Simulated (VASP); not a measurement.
# HgTe (Fm-3m) in VASP: notebook

The runs below take HgTe through single point, relaxation of cell and atoms, with r2SCAN, PBE.

All numbers are computed with VASP 6.6.1; they aren't measurements. Logs are shortened: lines on timing, memory, paths and dates and some standing lists are left out, and cuts for length are marked.

## (1) The cell of the first run

The structure is cubic, space group Fm-3m (No. 225). The conventional cell has a = 6.214 Å, b = 6.214 Å, c = 6.214 Å, α = 90.00°, β = 90.00°, γ = 90.00°. Hg (site symmetry m-3m) has 6 Te at 3.11 Å within 4.1 Å. Te (site symmetry m-3m) has 6 Hg at 3.11 Å within 4.1 Å.

## (2) Single point, r2SCAN

Contents of POSCAR:

```
HgTe
1.0
    0.0000000000      3.1070905600      3.1070905600
    3.1070905600      0.0000000000      3.1070905600
    3.1070905600      3.1070905600      0.0000000000
Hg Te
1 1
Direct
    0.0000000000      0.0000000000      0.0000000000
    0.5000000000      0.5000000000      0.5000000000
```

Contents of INCAR.step1:

```
ALGO = Normal
EDIFF = 1E-4
ENCUT = 520
GGA = PE
ISMEAR = -1
LASPH = T
LCHARG = F
LREAL = F
LWAVE = T
NBANDS = 16
NELM = 80
PREC = Accurate
SIGMA = 0.1
```

Contents of INCAR.step2:

```
ALGO = Normal
EDIFF = 1E-6
ENCUT = 520
ISIF = 2
ISMEAR = -1
ISTART = 1
LASPH = T
LCHARG = T
LELF = T
LMIXTAU = T
LREAL = F
LVHAR = T
LWAVE = F
METAGGA = R2SCAN
NBANDS = 16
NELM = 80
PREC = Accurate
SIGMA = 0.1
```

Contents of KPOINTS:

```
k-points
0
Gamma
  10 10 10
```

Potentials or basis: VASP PAW PBE potentials, release 64 (Hg, Te).

Run with:

```bash
$ cat potpaw_PBE.64/Hg/POTCAR potpaw_PBE.64/Te/POTCAR > POTCAR
$ cp INCAR.step1 INCAR
$ mpirun -np 1 vasp_std > vasp.out
$ cp INCAR.step2 INCAR
$ mpirun -np 1 vasp_std > vasp.out
```

OUTCAR:

```text
EDIFF = 1E-6
   ENCUT = 520
   ISIF = 2
   ISMEAR = -1
   ISTART = 1
   LASPH = T
   LREAL = F
   METAGGA = R2SCAN
   NELM = 80
   PREC = Accurate

 ion  position               nearest neighbor table
   1  0.000  0.000  0.000-   2 3.11   2 3.11   2 3.11   2 3.11   2 3.11   2 3.11
   2  0.500  0.500  0.500-   1 3.11   1 3.11   1 3.11   1 3.11   1 3.11   1 3.11

  LATTYP: Found a face centered cubic cell.
 ALAT       =     6.2141811200

  Lattice vectors:

 A1 = (   0.0000000000,   3.1070905600,   3.1070905600)
 A2 = (   3.1070905600,   0.0000000000,   3.1070905600)
 A3 = (   3.1070905600,   3.1070905600,   0.0000000000)

Analysis of symmetry for initial positions (statically):
=====================================================================
 Subroutine PRICEL returns:
 Original cell was already a primitive cell.

 Routine SETGRP: Setting up the symmetry group for a
 face centered cubic supercell.

 Subroutine GETGRP returns: Found 48 space group operations
 (whereof 48 operations were pure point group operations)
 out of a pool of 48 trial point group operations.

The static configuration has the point symmetry O_h .

Analysis of symmetry for dynamics (positions and initial velocities):
=====================================================================
 Subroutine PRICEL returns:
 Original cell was already a primitive cell.

 Routine SETGRP: Setting up the symmetry group for a
 face centered cubic supercell.

 Subroutine GETGRP returns: Found 48 space group operations
 (whereof 48 operations were pure point group operations)
 out of a pool of 48 trial point group operations.

The dynamic configuration has the point symmetry O_h .

 Subroutine INISYM returns: Found 48 space group operations
 (whereof 48 operations are pure point group operations),
 and found     1 'primitive' translations

----------------------------------------------------------------------------------------

                                     Primitive cell

  volume of cell :      59.9918

  direct lattice vectors                    reciprocal lattice vectors
     0.000000000  3.107090560  3.107090560    -0.160922249  0.160922249  0.160922249
     3.107090560  0.000000000  3.107090560     0.160922249 -0.160922249  0.160922249
     3.107090560  3.107090560  0.000000000     0.160922249  0.160922249 -0.160922249

  length of vectors
     4.394089609  4.394089609  4.394089609     0.278725511  0.278725511  0.278725511

  position of ions in fractional coordinates (direct lattice)
     0.000000000  0.000000000  0.000000000
     0.500000000  0.500000000  0.500000000

  ion indices of the primitive-cell ions
   primitive index   ion index
                 1           1
                 2           2

----------------------------------------------------------------------------------------

 KPOINTS: k-points

Automatic generation of k-mesh.
 Grid dimensions read from file:
 generate k-points for:   10   10   10

 Generating k-lattice:

  Cartesian coordinates                     Fractional coordinates (reciprocal lattice)
    -0.016092225  0.016092225  0.016092225     0.100000000  0.000000000  0.000000000
     0.016092225 -0.016092225  0.016092225     0.000000000  0.100000000  0.000000000
     0.016092225  0.016092225 -0.016092225     0.000000000  0.000000000  0.100000000

  Length of vectors
     0.027872551  0.027872551  0.027872551

  Shift w.r.t. Gamma in fractional coordinates (k-lattice)
     0.000000000  0.000000000  0.000000000

 Subroutine IBZKPT returns following result:
 ===========================================

 Found     47 irreducible k-points:

 Following reciprocal coordinates:
            Coordinates               Weight
  0.000000  0.000000  0.000000      1.000000
  0.100000  0.000000  0.000000      8.000000
  0.200000  0.000000  0.000000      8.000000
  0.300000  0.000000  0.000000      8.000000
  0.400000  0.000000  0.000000      8.000000
  0.500000  0.000000  0.000000      4.000000
[... 16 lines left out ...]
  0.300000  0.300000  0.000000      6.000000
  0.400000  0.300000  0.000000     24.000000
 [... further k-points ...]
   k-points           NKPTS =     47   k-points in BZ     NKDIM =     47   number of bands    NBANDS=     16
   number of dos      NEDOS =    301   number of ions     NIONS =      2
   total plane-waves  NPLWV =  46656
   dimension x,y,z NGX =    36 NGY =   36 NGZ =   36
   dimension x,y,z NGXF=    72 NGYF=   72 NGZF=   72
   ions per type =               1   1
   NGX,Y,Z   is equivalent  to a cutoff of  13.62, 13.62, 13.62 a.u.
   NGXF,Y,Z  is equivalent  to a cutoff of  27.24, 27.24, 27.24 a.u.
 SYSTEM =  unknown system
   PREC   = accura    normal or accurate (medium, high low for compatibility)
   ISTART =      1    job   : 0-new  1-cont  2-samecut
   ICHARG =      0    charge: 1-file 2-atom 10-const
   ISPIN  =      1    spin polarized calculation?
   LNONCOLLINEAR =      F non collinear calculations
   LSORBIT =      F    spin-orbit coupling
   LASPH  =      T    aspherical Exc in radial PAW
   ENCUT  =  520.0 eV  38.22 Ry    6.18 a.u.   8.17  8.17  8.17*2*pi/ulx,y,z
   NELM   =     80;   NELMIN=  2; NELMDL=  0     # of ELM steps
   EDIFF  = 0.1E-05   stopping-criterion for ELM
   LREAL  =      F    real-space projection
   EDIFFG = 0.1E-04   stopping-criterion for IOM
   NSW    =      0    number of steps for IOM
   IBRION =     -1    ionic relax: 0-MD 1-quasi-New 2-CG
   NFREE  =      0    steps in history (QN), initial steepest desc. (CG)
   ISIF   =      2    stress and relaxation
   ISYM   =      2    0-nonsym 1-usesym 2-fastsym
   POTIM  = 0.5000    time-step for ionic-motion
   TEBEG  =    0.0;   TEEND  =   0.0 temperature during run
   PSTRESS=    0.0 pullay stress
   NELECT =      18.0000    total number of electrons
   NUPDOWN=      -1.0000    fix difference up-down
   EMIN   =  10.00;   EMAX   =-10.00  energy-range for DOS
   EFERMI =   0.00;   METHOD = LEGACY
   ISMEAR =    -1;   SIGMA  =   0.10  broadening in eV -4-tet -1-fermi 0-gaus
   EFERMI_NEDOS =   21; number of points for ismear=-14 and -15
   IALGO  =     38    algorithm
   IMIX   =      4    mixing-type and parameters
     AMIX     =   0.40;   BMIX     =  1.00
     AMIX_MAG =   1.60;   BMIX_MAG =  1.00
  volume/ion in A,a.u.               =      30.00       202.42
  Fermi-wavevector in a.u.,A,eV,Ry     =   1.095978  2.071098 16.342874  1.201167
  Thomas-Fermi vector in A             =   2.232311
   LORBIT       =      0    0 simple, 1 ext, 2 COOP (PROOUT), +10 PAW based schemes
   METAGGA = R2SCAN    functional components
   LHFCALC =     F    Hartree Fock is set to
   AEXX    =    0.0000 exact exchange contribution
   IVDW    =     0    specifies the selected vdW correction
   LEPSILON=     F    determine dielectric tensor
   LRPA    =     F    only Hartree local field effects (RPA)
 non-spin polarized calculation
  energy-cutoff  :      520.00
  volume of cell :       59.99
 maximum number of plane-waves:      1639
 NGX is ok and might be reduce to    36
   NGX = 17   NGY = 17   NGZ = 17

 number of electron      18.0000002 magnetization

 Free energy of the ion-electron system (eV)
  ---------------------------------------------------
  ext. energy  EPLUGINS =         0.00000000
  ---------------------------------------------------
  free energy    TOTEN  =       -74.86022590 eV

  energy without entropy =      -74.82665019  energy(sigma->0) =      -74.84343805

 E-fermi :   3.5727     XC(G=0): -10.1432

 val. band max:        3.5370711990   @ k =   0.5000   0.3000   0.0000
 cond. band min:       3.5963025343   @ k =   0.3000   0.3000   0.0000
 fundamental gap:      0.0592313353
 Fermi energy:         3.5726615543

 k-point     1 :       0.0000    0.0000    0.0000
  band No.  band energies     occupation
      1      -8.4815      2.00000
      2      -3.2005      2.00000
      3      -3.2005      2.00000
      4      -3.1387      2.00000
      5      -3.1387      2.00000
      6      -3.1387      2.00000
[... 8 lines left out ...]
     15      11.7424      0.00000
     16      11.7424      0.00000

 k-point     2 :       0.1000    0.0000    0.0000
  band No.  band energies     occupation
      1      -8.3997      2.00000
      2      -3.2298      2.00000
      3      -3.2298      2.00000
      4      -3.1475      2.00000
      5      -3.1282      2.00000
      6      -3.1282      2.00000
[... 8 lines left out ...]
     15      11.9988      0.00000
     16      11.9988      0.00000

 k-point     3 :       0.2000    0.0000    0.0000
  band No.  band energies     occupation
      1      -8.1678      2.00000
      2      -3.3102      2.00000
      3      -3.3102      2.00000
      4      -3.1804      2.00000
      5      -3.0943      2.00000
      6      -3.0943      2.00000
[... 8 lines left out ...]
     15      12.4992      0.00000
     16      12.4992      0.00000

 k-point     4 :       0.3000    0.0000    0.0000
  band No.  band energies     occupation
      1      -7.8343      2.00000
      2      -3.4073      2.00000
      3      -3.4073      2.00000
      4      -3.2593      2.00000
      5      -3.0497      2.00000
      6      -3.0497      2.00000
[... 8 lines left out ...]
     15      13.2889      0.00000
     16      13.2889      0.00000
[... 324 lines left out ...]
 k-point    22 :      -0.2000    0.2000    0.0000
  band No.  band energies     occupation
      1      -7.7663      2.00000
      2      -3.4513      2.00000
      3      -3.4065      2.00000
      4      -3.1777      2.00000
      5      -3.0632      2.00000
      6      -3.0082      2.00000
[... 8 lines left out ...]
     15      13.6332      0.00000
     16      15.2183      0.00000

 k-point    23 :       0.3000    0.3000    0.0000
  band No.  band energies     occupation
      1      -7.7896      2.00000
      2      -3.3365      2.00000
      3      -3.2110      2.00000
      4      -3.1465      2.00000
      5      -3.0291      2.00000
      6      -3.0291      2.00000
[... 8 lines left out ...]
     15      15.4045      0.00000
     16      15.9240      0.00000

 k-point    24 :       0.4000    0.3000    0.0000
  band No.  band energies     occupation
      1      -7.6370      2.00000
      2      -3.2229      2.00000
      3      -3.1802      2.00000
      4      -3.1749      2.00000
      5      -2.9863      2.00000
      6      -2.9800      2.00000
[... 8 lines left out ...]
     15      15.9390      0.00000
     16      16.0940      0.00000

 [... further k-points ...]

------------------------ aborting loop because EDIFF is reached ----------------------------------------

  FORCE on cell =-STRESS in cart. coord.  units (eV):
  Direction    XX          YY          ZZ          XY          YZ          ZX
  --------------------------------------------------------------------------------------
  -------------------------------------------------------------------------------------
  Total       -0.9678045     -0.9678045     -0.9678045     -0.0000000      0.0000000     -0.0000000
  in kB      -25.8467829    -25.8467829    -25.8467829     -0.0000000      0.0000000     -0.0000000
  external PRESSURE =     -25.8467829 kB  Pullay stress =       0.0000000 kB

 VOLUME and BASIS-vectors are now :
 -----------------------------------------------------------------------------
  energy-cutoff  :      520.00
  volume of cell :       59.99
      direct lattice vectors                 reciprocal lattice vectors
     0.000000000  3.107090560  3.107090560    -0.160922249  0.160922249  0.160922249
     3.107090560  0.000000000  3.107090560     0.160922249 -0.160922249  0.160922249
     3.107090560  3.107090560  0.000000000     0.160922249  0.160922249 -0.160922249

 POSITION                                       TOTAL-FORCE (eV/Angst)
 -----------------------------------------------------------------------------------
      0.00000      0.00000      0.00000         0.000000      0.000000      0.000000
      3.10709      3.10709      3.10709        -0.000000     -0.000000     -0.000000
 -----------------------------------------------------------------------------------
    total drift:                               -0.000000      0.000000      0.000000

  FREE ENERGIE OF THE ION-ELECTRON SYSTEM (eV)
  ---------------------------------------------------
  free  energy   TOTEN  =       -74.8602259029 eV

  energy  without entropy=      -74.8266501885  energy(sigma->0) =      -74.84343805
```

Wall time 76 s (1 thread of Intel Xeon 6975P-C (Granite Rapids), shared host); peak memory 0.23 GiB.

Results:

| Property | Result |
| --- | --- |
| Free energy | -74.8602 eV |
| Pressure | -2.6 GPa |
| Band gap on the k mesh | zero (band 9 reaches 3.80 eV, above the bottom of band 10 at 1.45 eV) |

Caveat: the PAW data sets were made with another functional, which shifts forces and pressure a little; spin-orbit coupling is left out, which moves the levels of the heavy elements.

## (3) Relaxation of cell and atoms, PBE

This run uses another cell than the first one, of 32.16 Å³/atom, 1.072 times its volume.

Contents of INCAR:

```
SYSTEM = HgTe
ALGO = Normal
EDIFF = 1E-7
EDIFFG = -0.01
ENCUT = 600
GGA = PE
IBRION = 2
ISIF = 3
ISMEAR = -1
LASPH = .TRUE.
LCHARG = .FALSE.
LREAL = .FALSE.
LWAVE = .FALSE.
NELM = 60
NSW = 80
PREC = Accurate
SIGMA = 0.1
```

Contents of KPOINTS:

```
k-points
0
G
  9 9 9
  0 0 0
```

Contents of POSCAR:

```
HgTe
1.0
    0.0000000000      3.1800000000      3.1800000000
    3.1800000000      0.0000000000      3.1800000000
    3.1800000000      3.1800000000      0.0000000000
Hg Te
1 1
Direct
    0.0000000000      0.0000000000      0.0000000000
    0.5000000000      0.5000000000      0.5000000000
```

Potentials or basis: VASP PAW PBE potentials, release 64 (Hg, Te).

Run with:

```bash
$ cat potpaw_PBE.64/Hg/POTCAR potpaw_PBE.64/Te/POTCAR > POTCAR
$ mpirun -np 1 vasp_std > vasp.out
```

Run time: 35 s. Hardware: 1 thread of Intel Xeon 6975P-C (Granite Rapids), shared host; peak memory 0.23 GiB.

It converged, with:

- Free energy: -3.3745 eV
- Relaxed volume: 29.06 Å³/atom
- Relaxed cell: a = 4.348 Å, b = 4.348 Å, c = 4.348 Å, α = 60.00°, β = 60.00°, γ = 60.00°
- Space group after relaxing (to 0.05 Å): Fm-3m (No. 225)
- Energy gained by relaxing: 38.2 meV/atom
- Ionic steps: 3
- Pressure after relaxing: 0.0 GPa
- Band gap on the k mesh: zero (band 9 reaches 4.37 eV, above the bottom of band 10 at 2.00 eV)

Step by step:
```csv
step,energy change (eV),largest force (eV/Å),pressure (GPa),volume (Å³)
1,0.0000,0.0000,-3.53,64.31
2,-0.0762,0.0000,0.15,57.93
3,-0.0763,0.0000,0.00,58.12
```

Final structure:
```
CELL_PARAMETERS angstrom
0.00000 3.07446 3.07446
3.07446 0.00000 3.07446
3.07446 3.07446 0.00000
ATOMIC_POSITIONS crystal
Hg 0.00000 0.00000 0.00000
Te 0.50000 0.50000 0.50000
```

Levels at points of the mesh, in eV from the Fermi level:
```csv
k point,band 6,band 7,band 8,band 9,band 10,band 11,band 12,band 13
"(0.00, 0.00, 0.00)",-6.56,-1.05,-0.67,-0.67,-0.67,7.62,7.62,7.62
```

Caveat: spin-orbit coupling is left out, which moves the levels of the heavy elements.
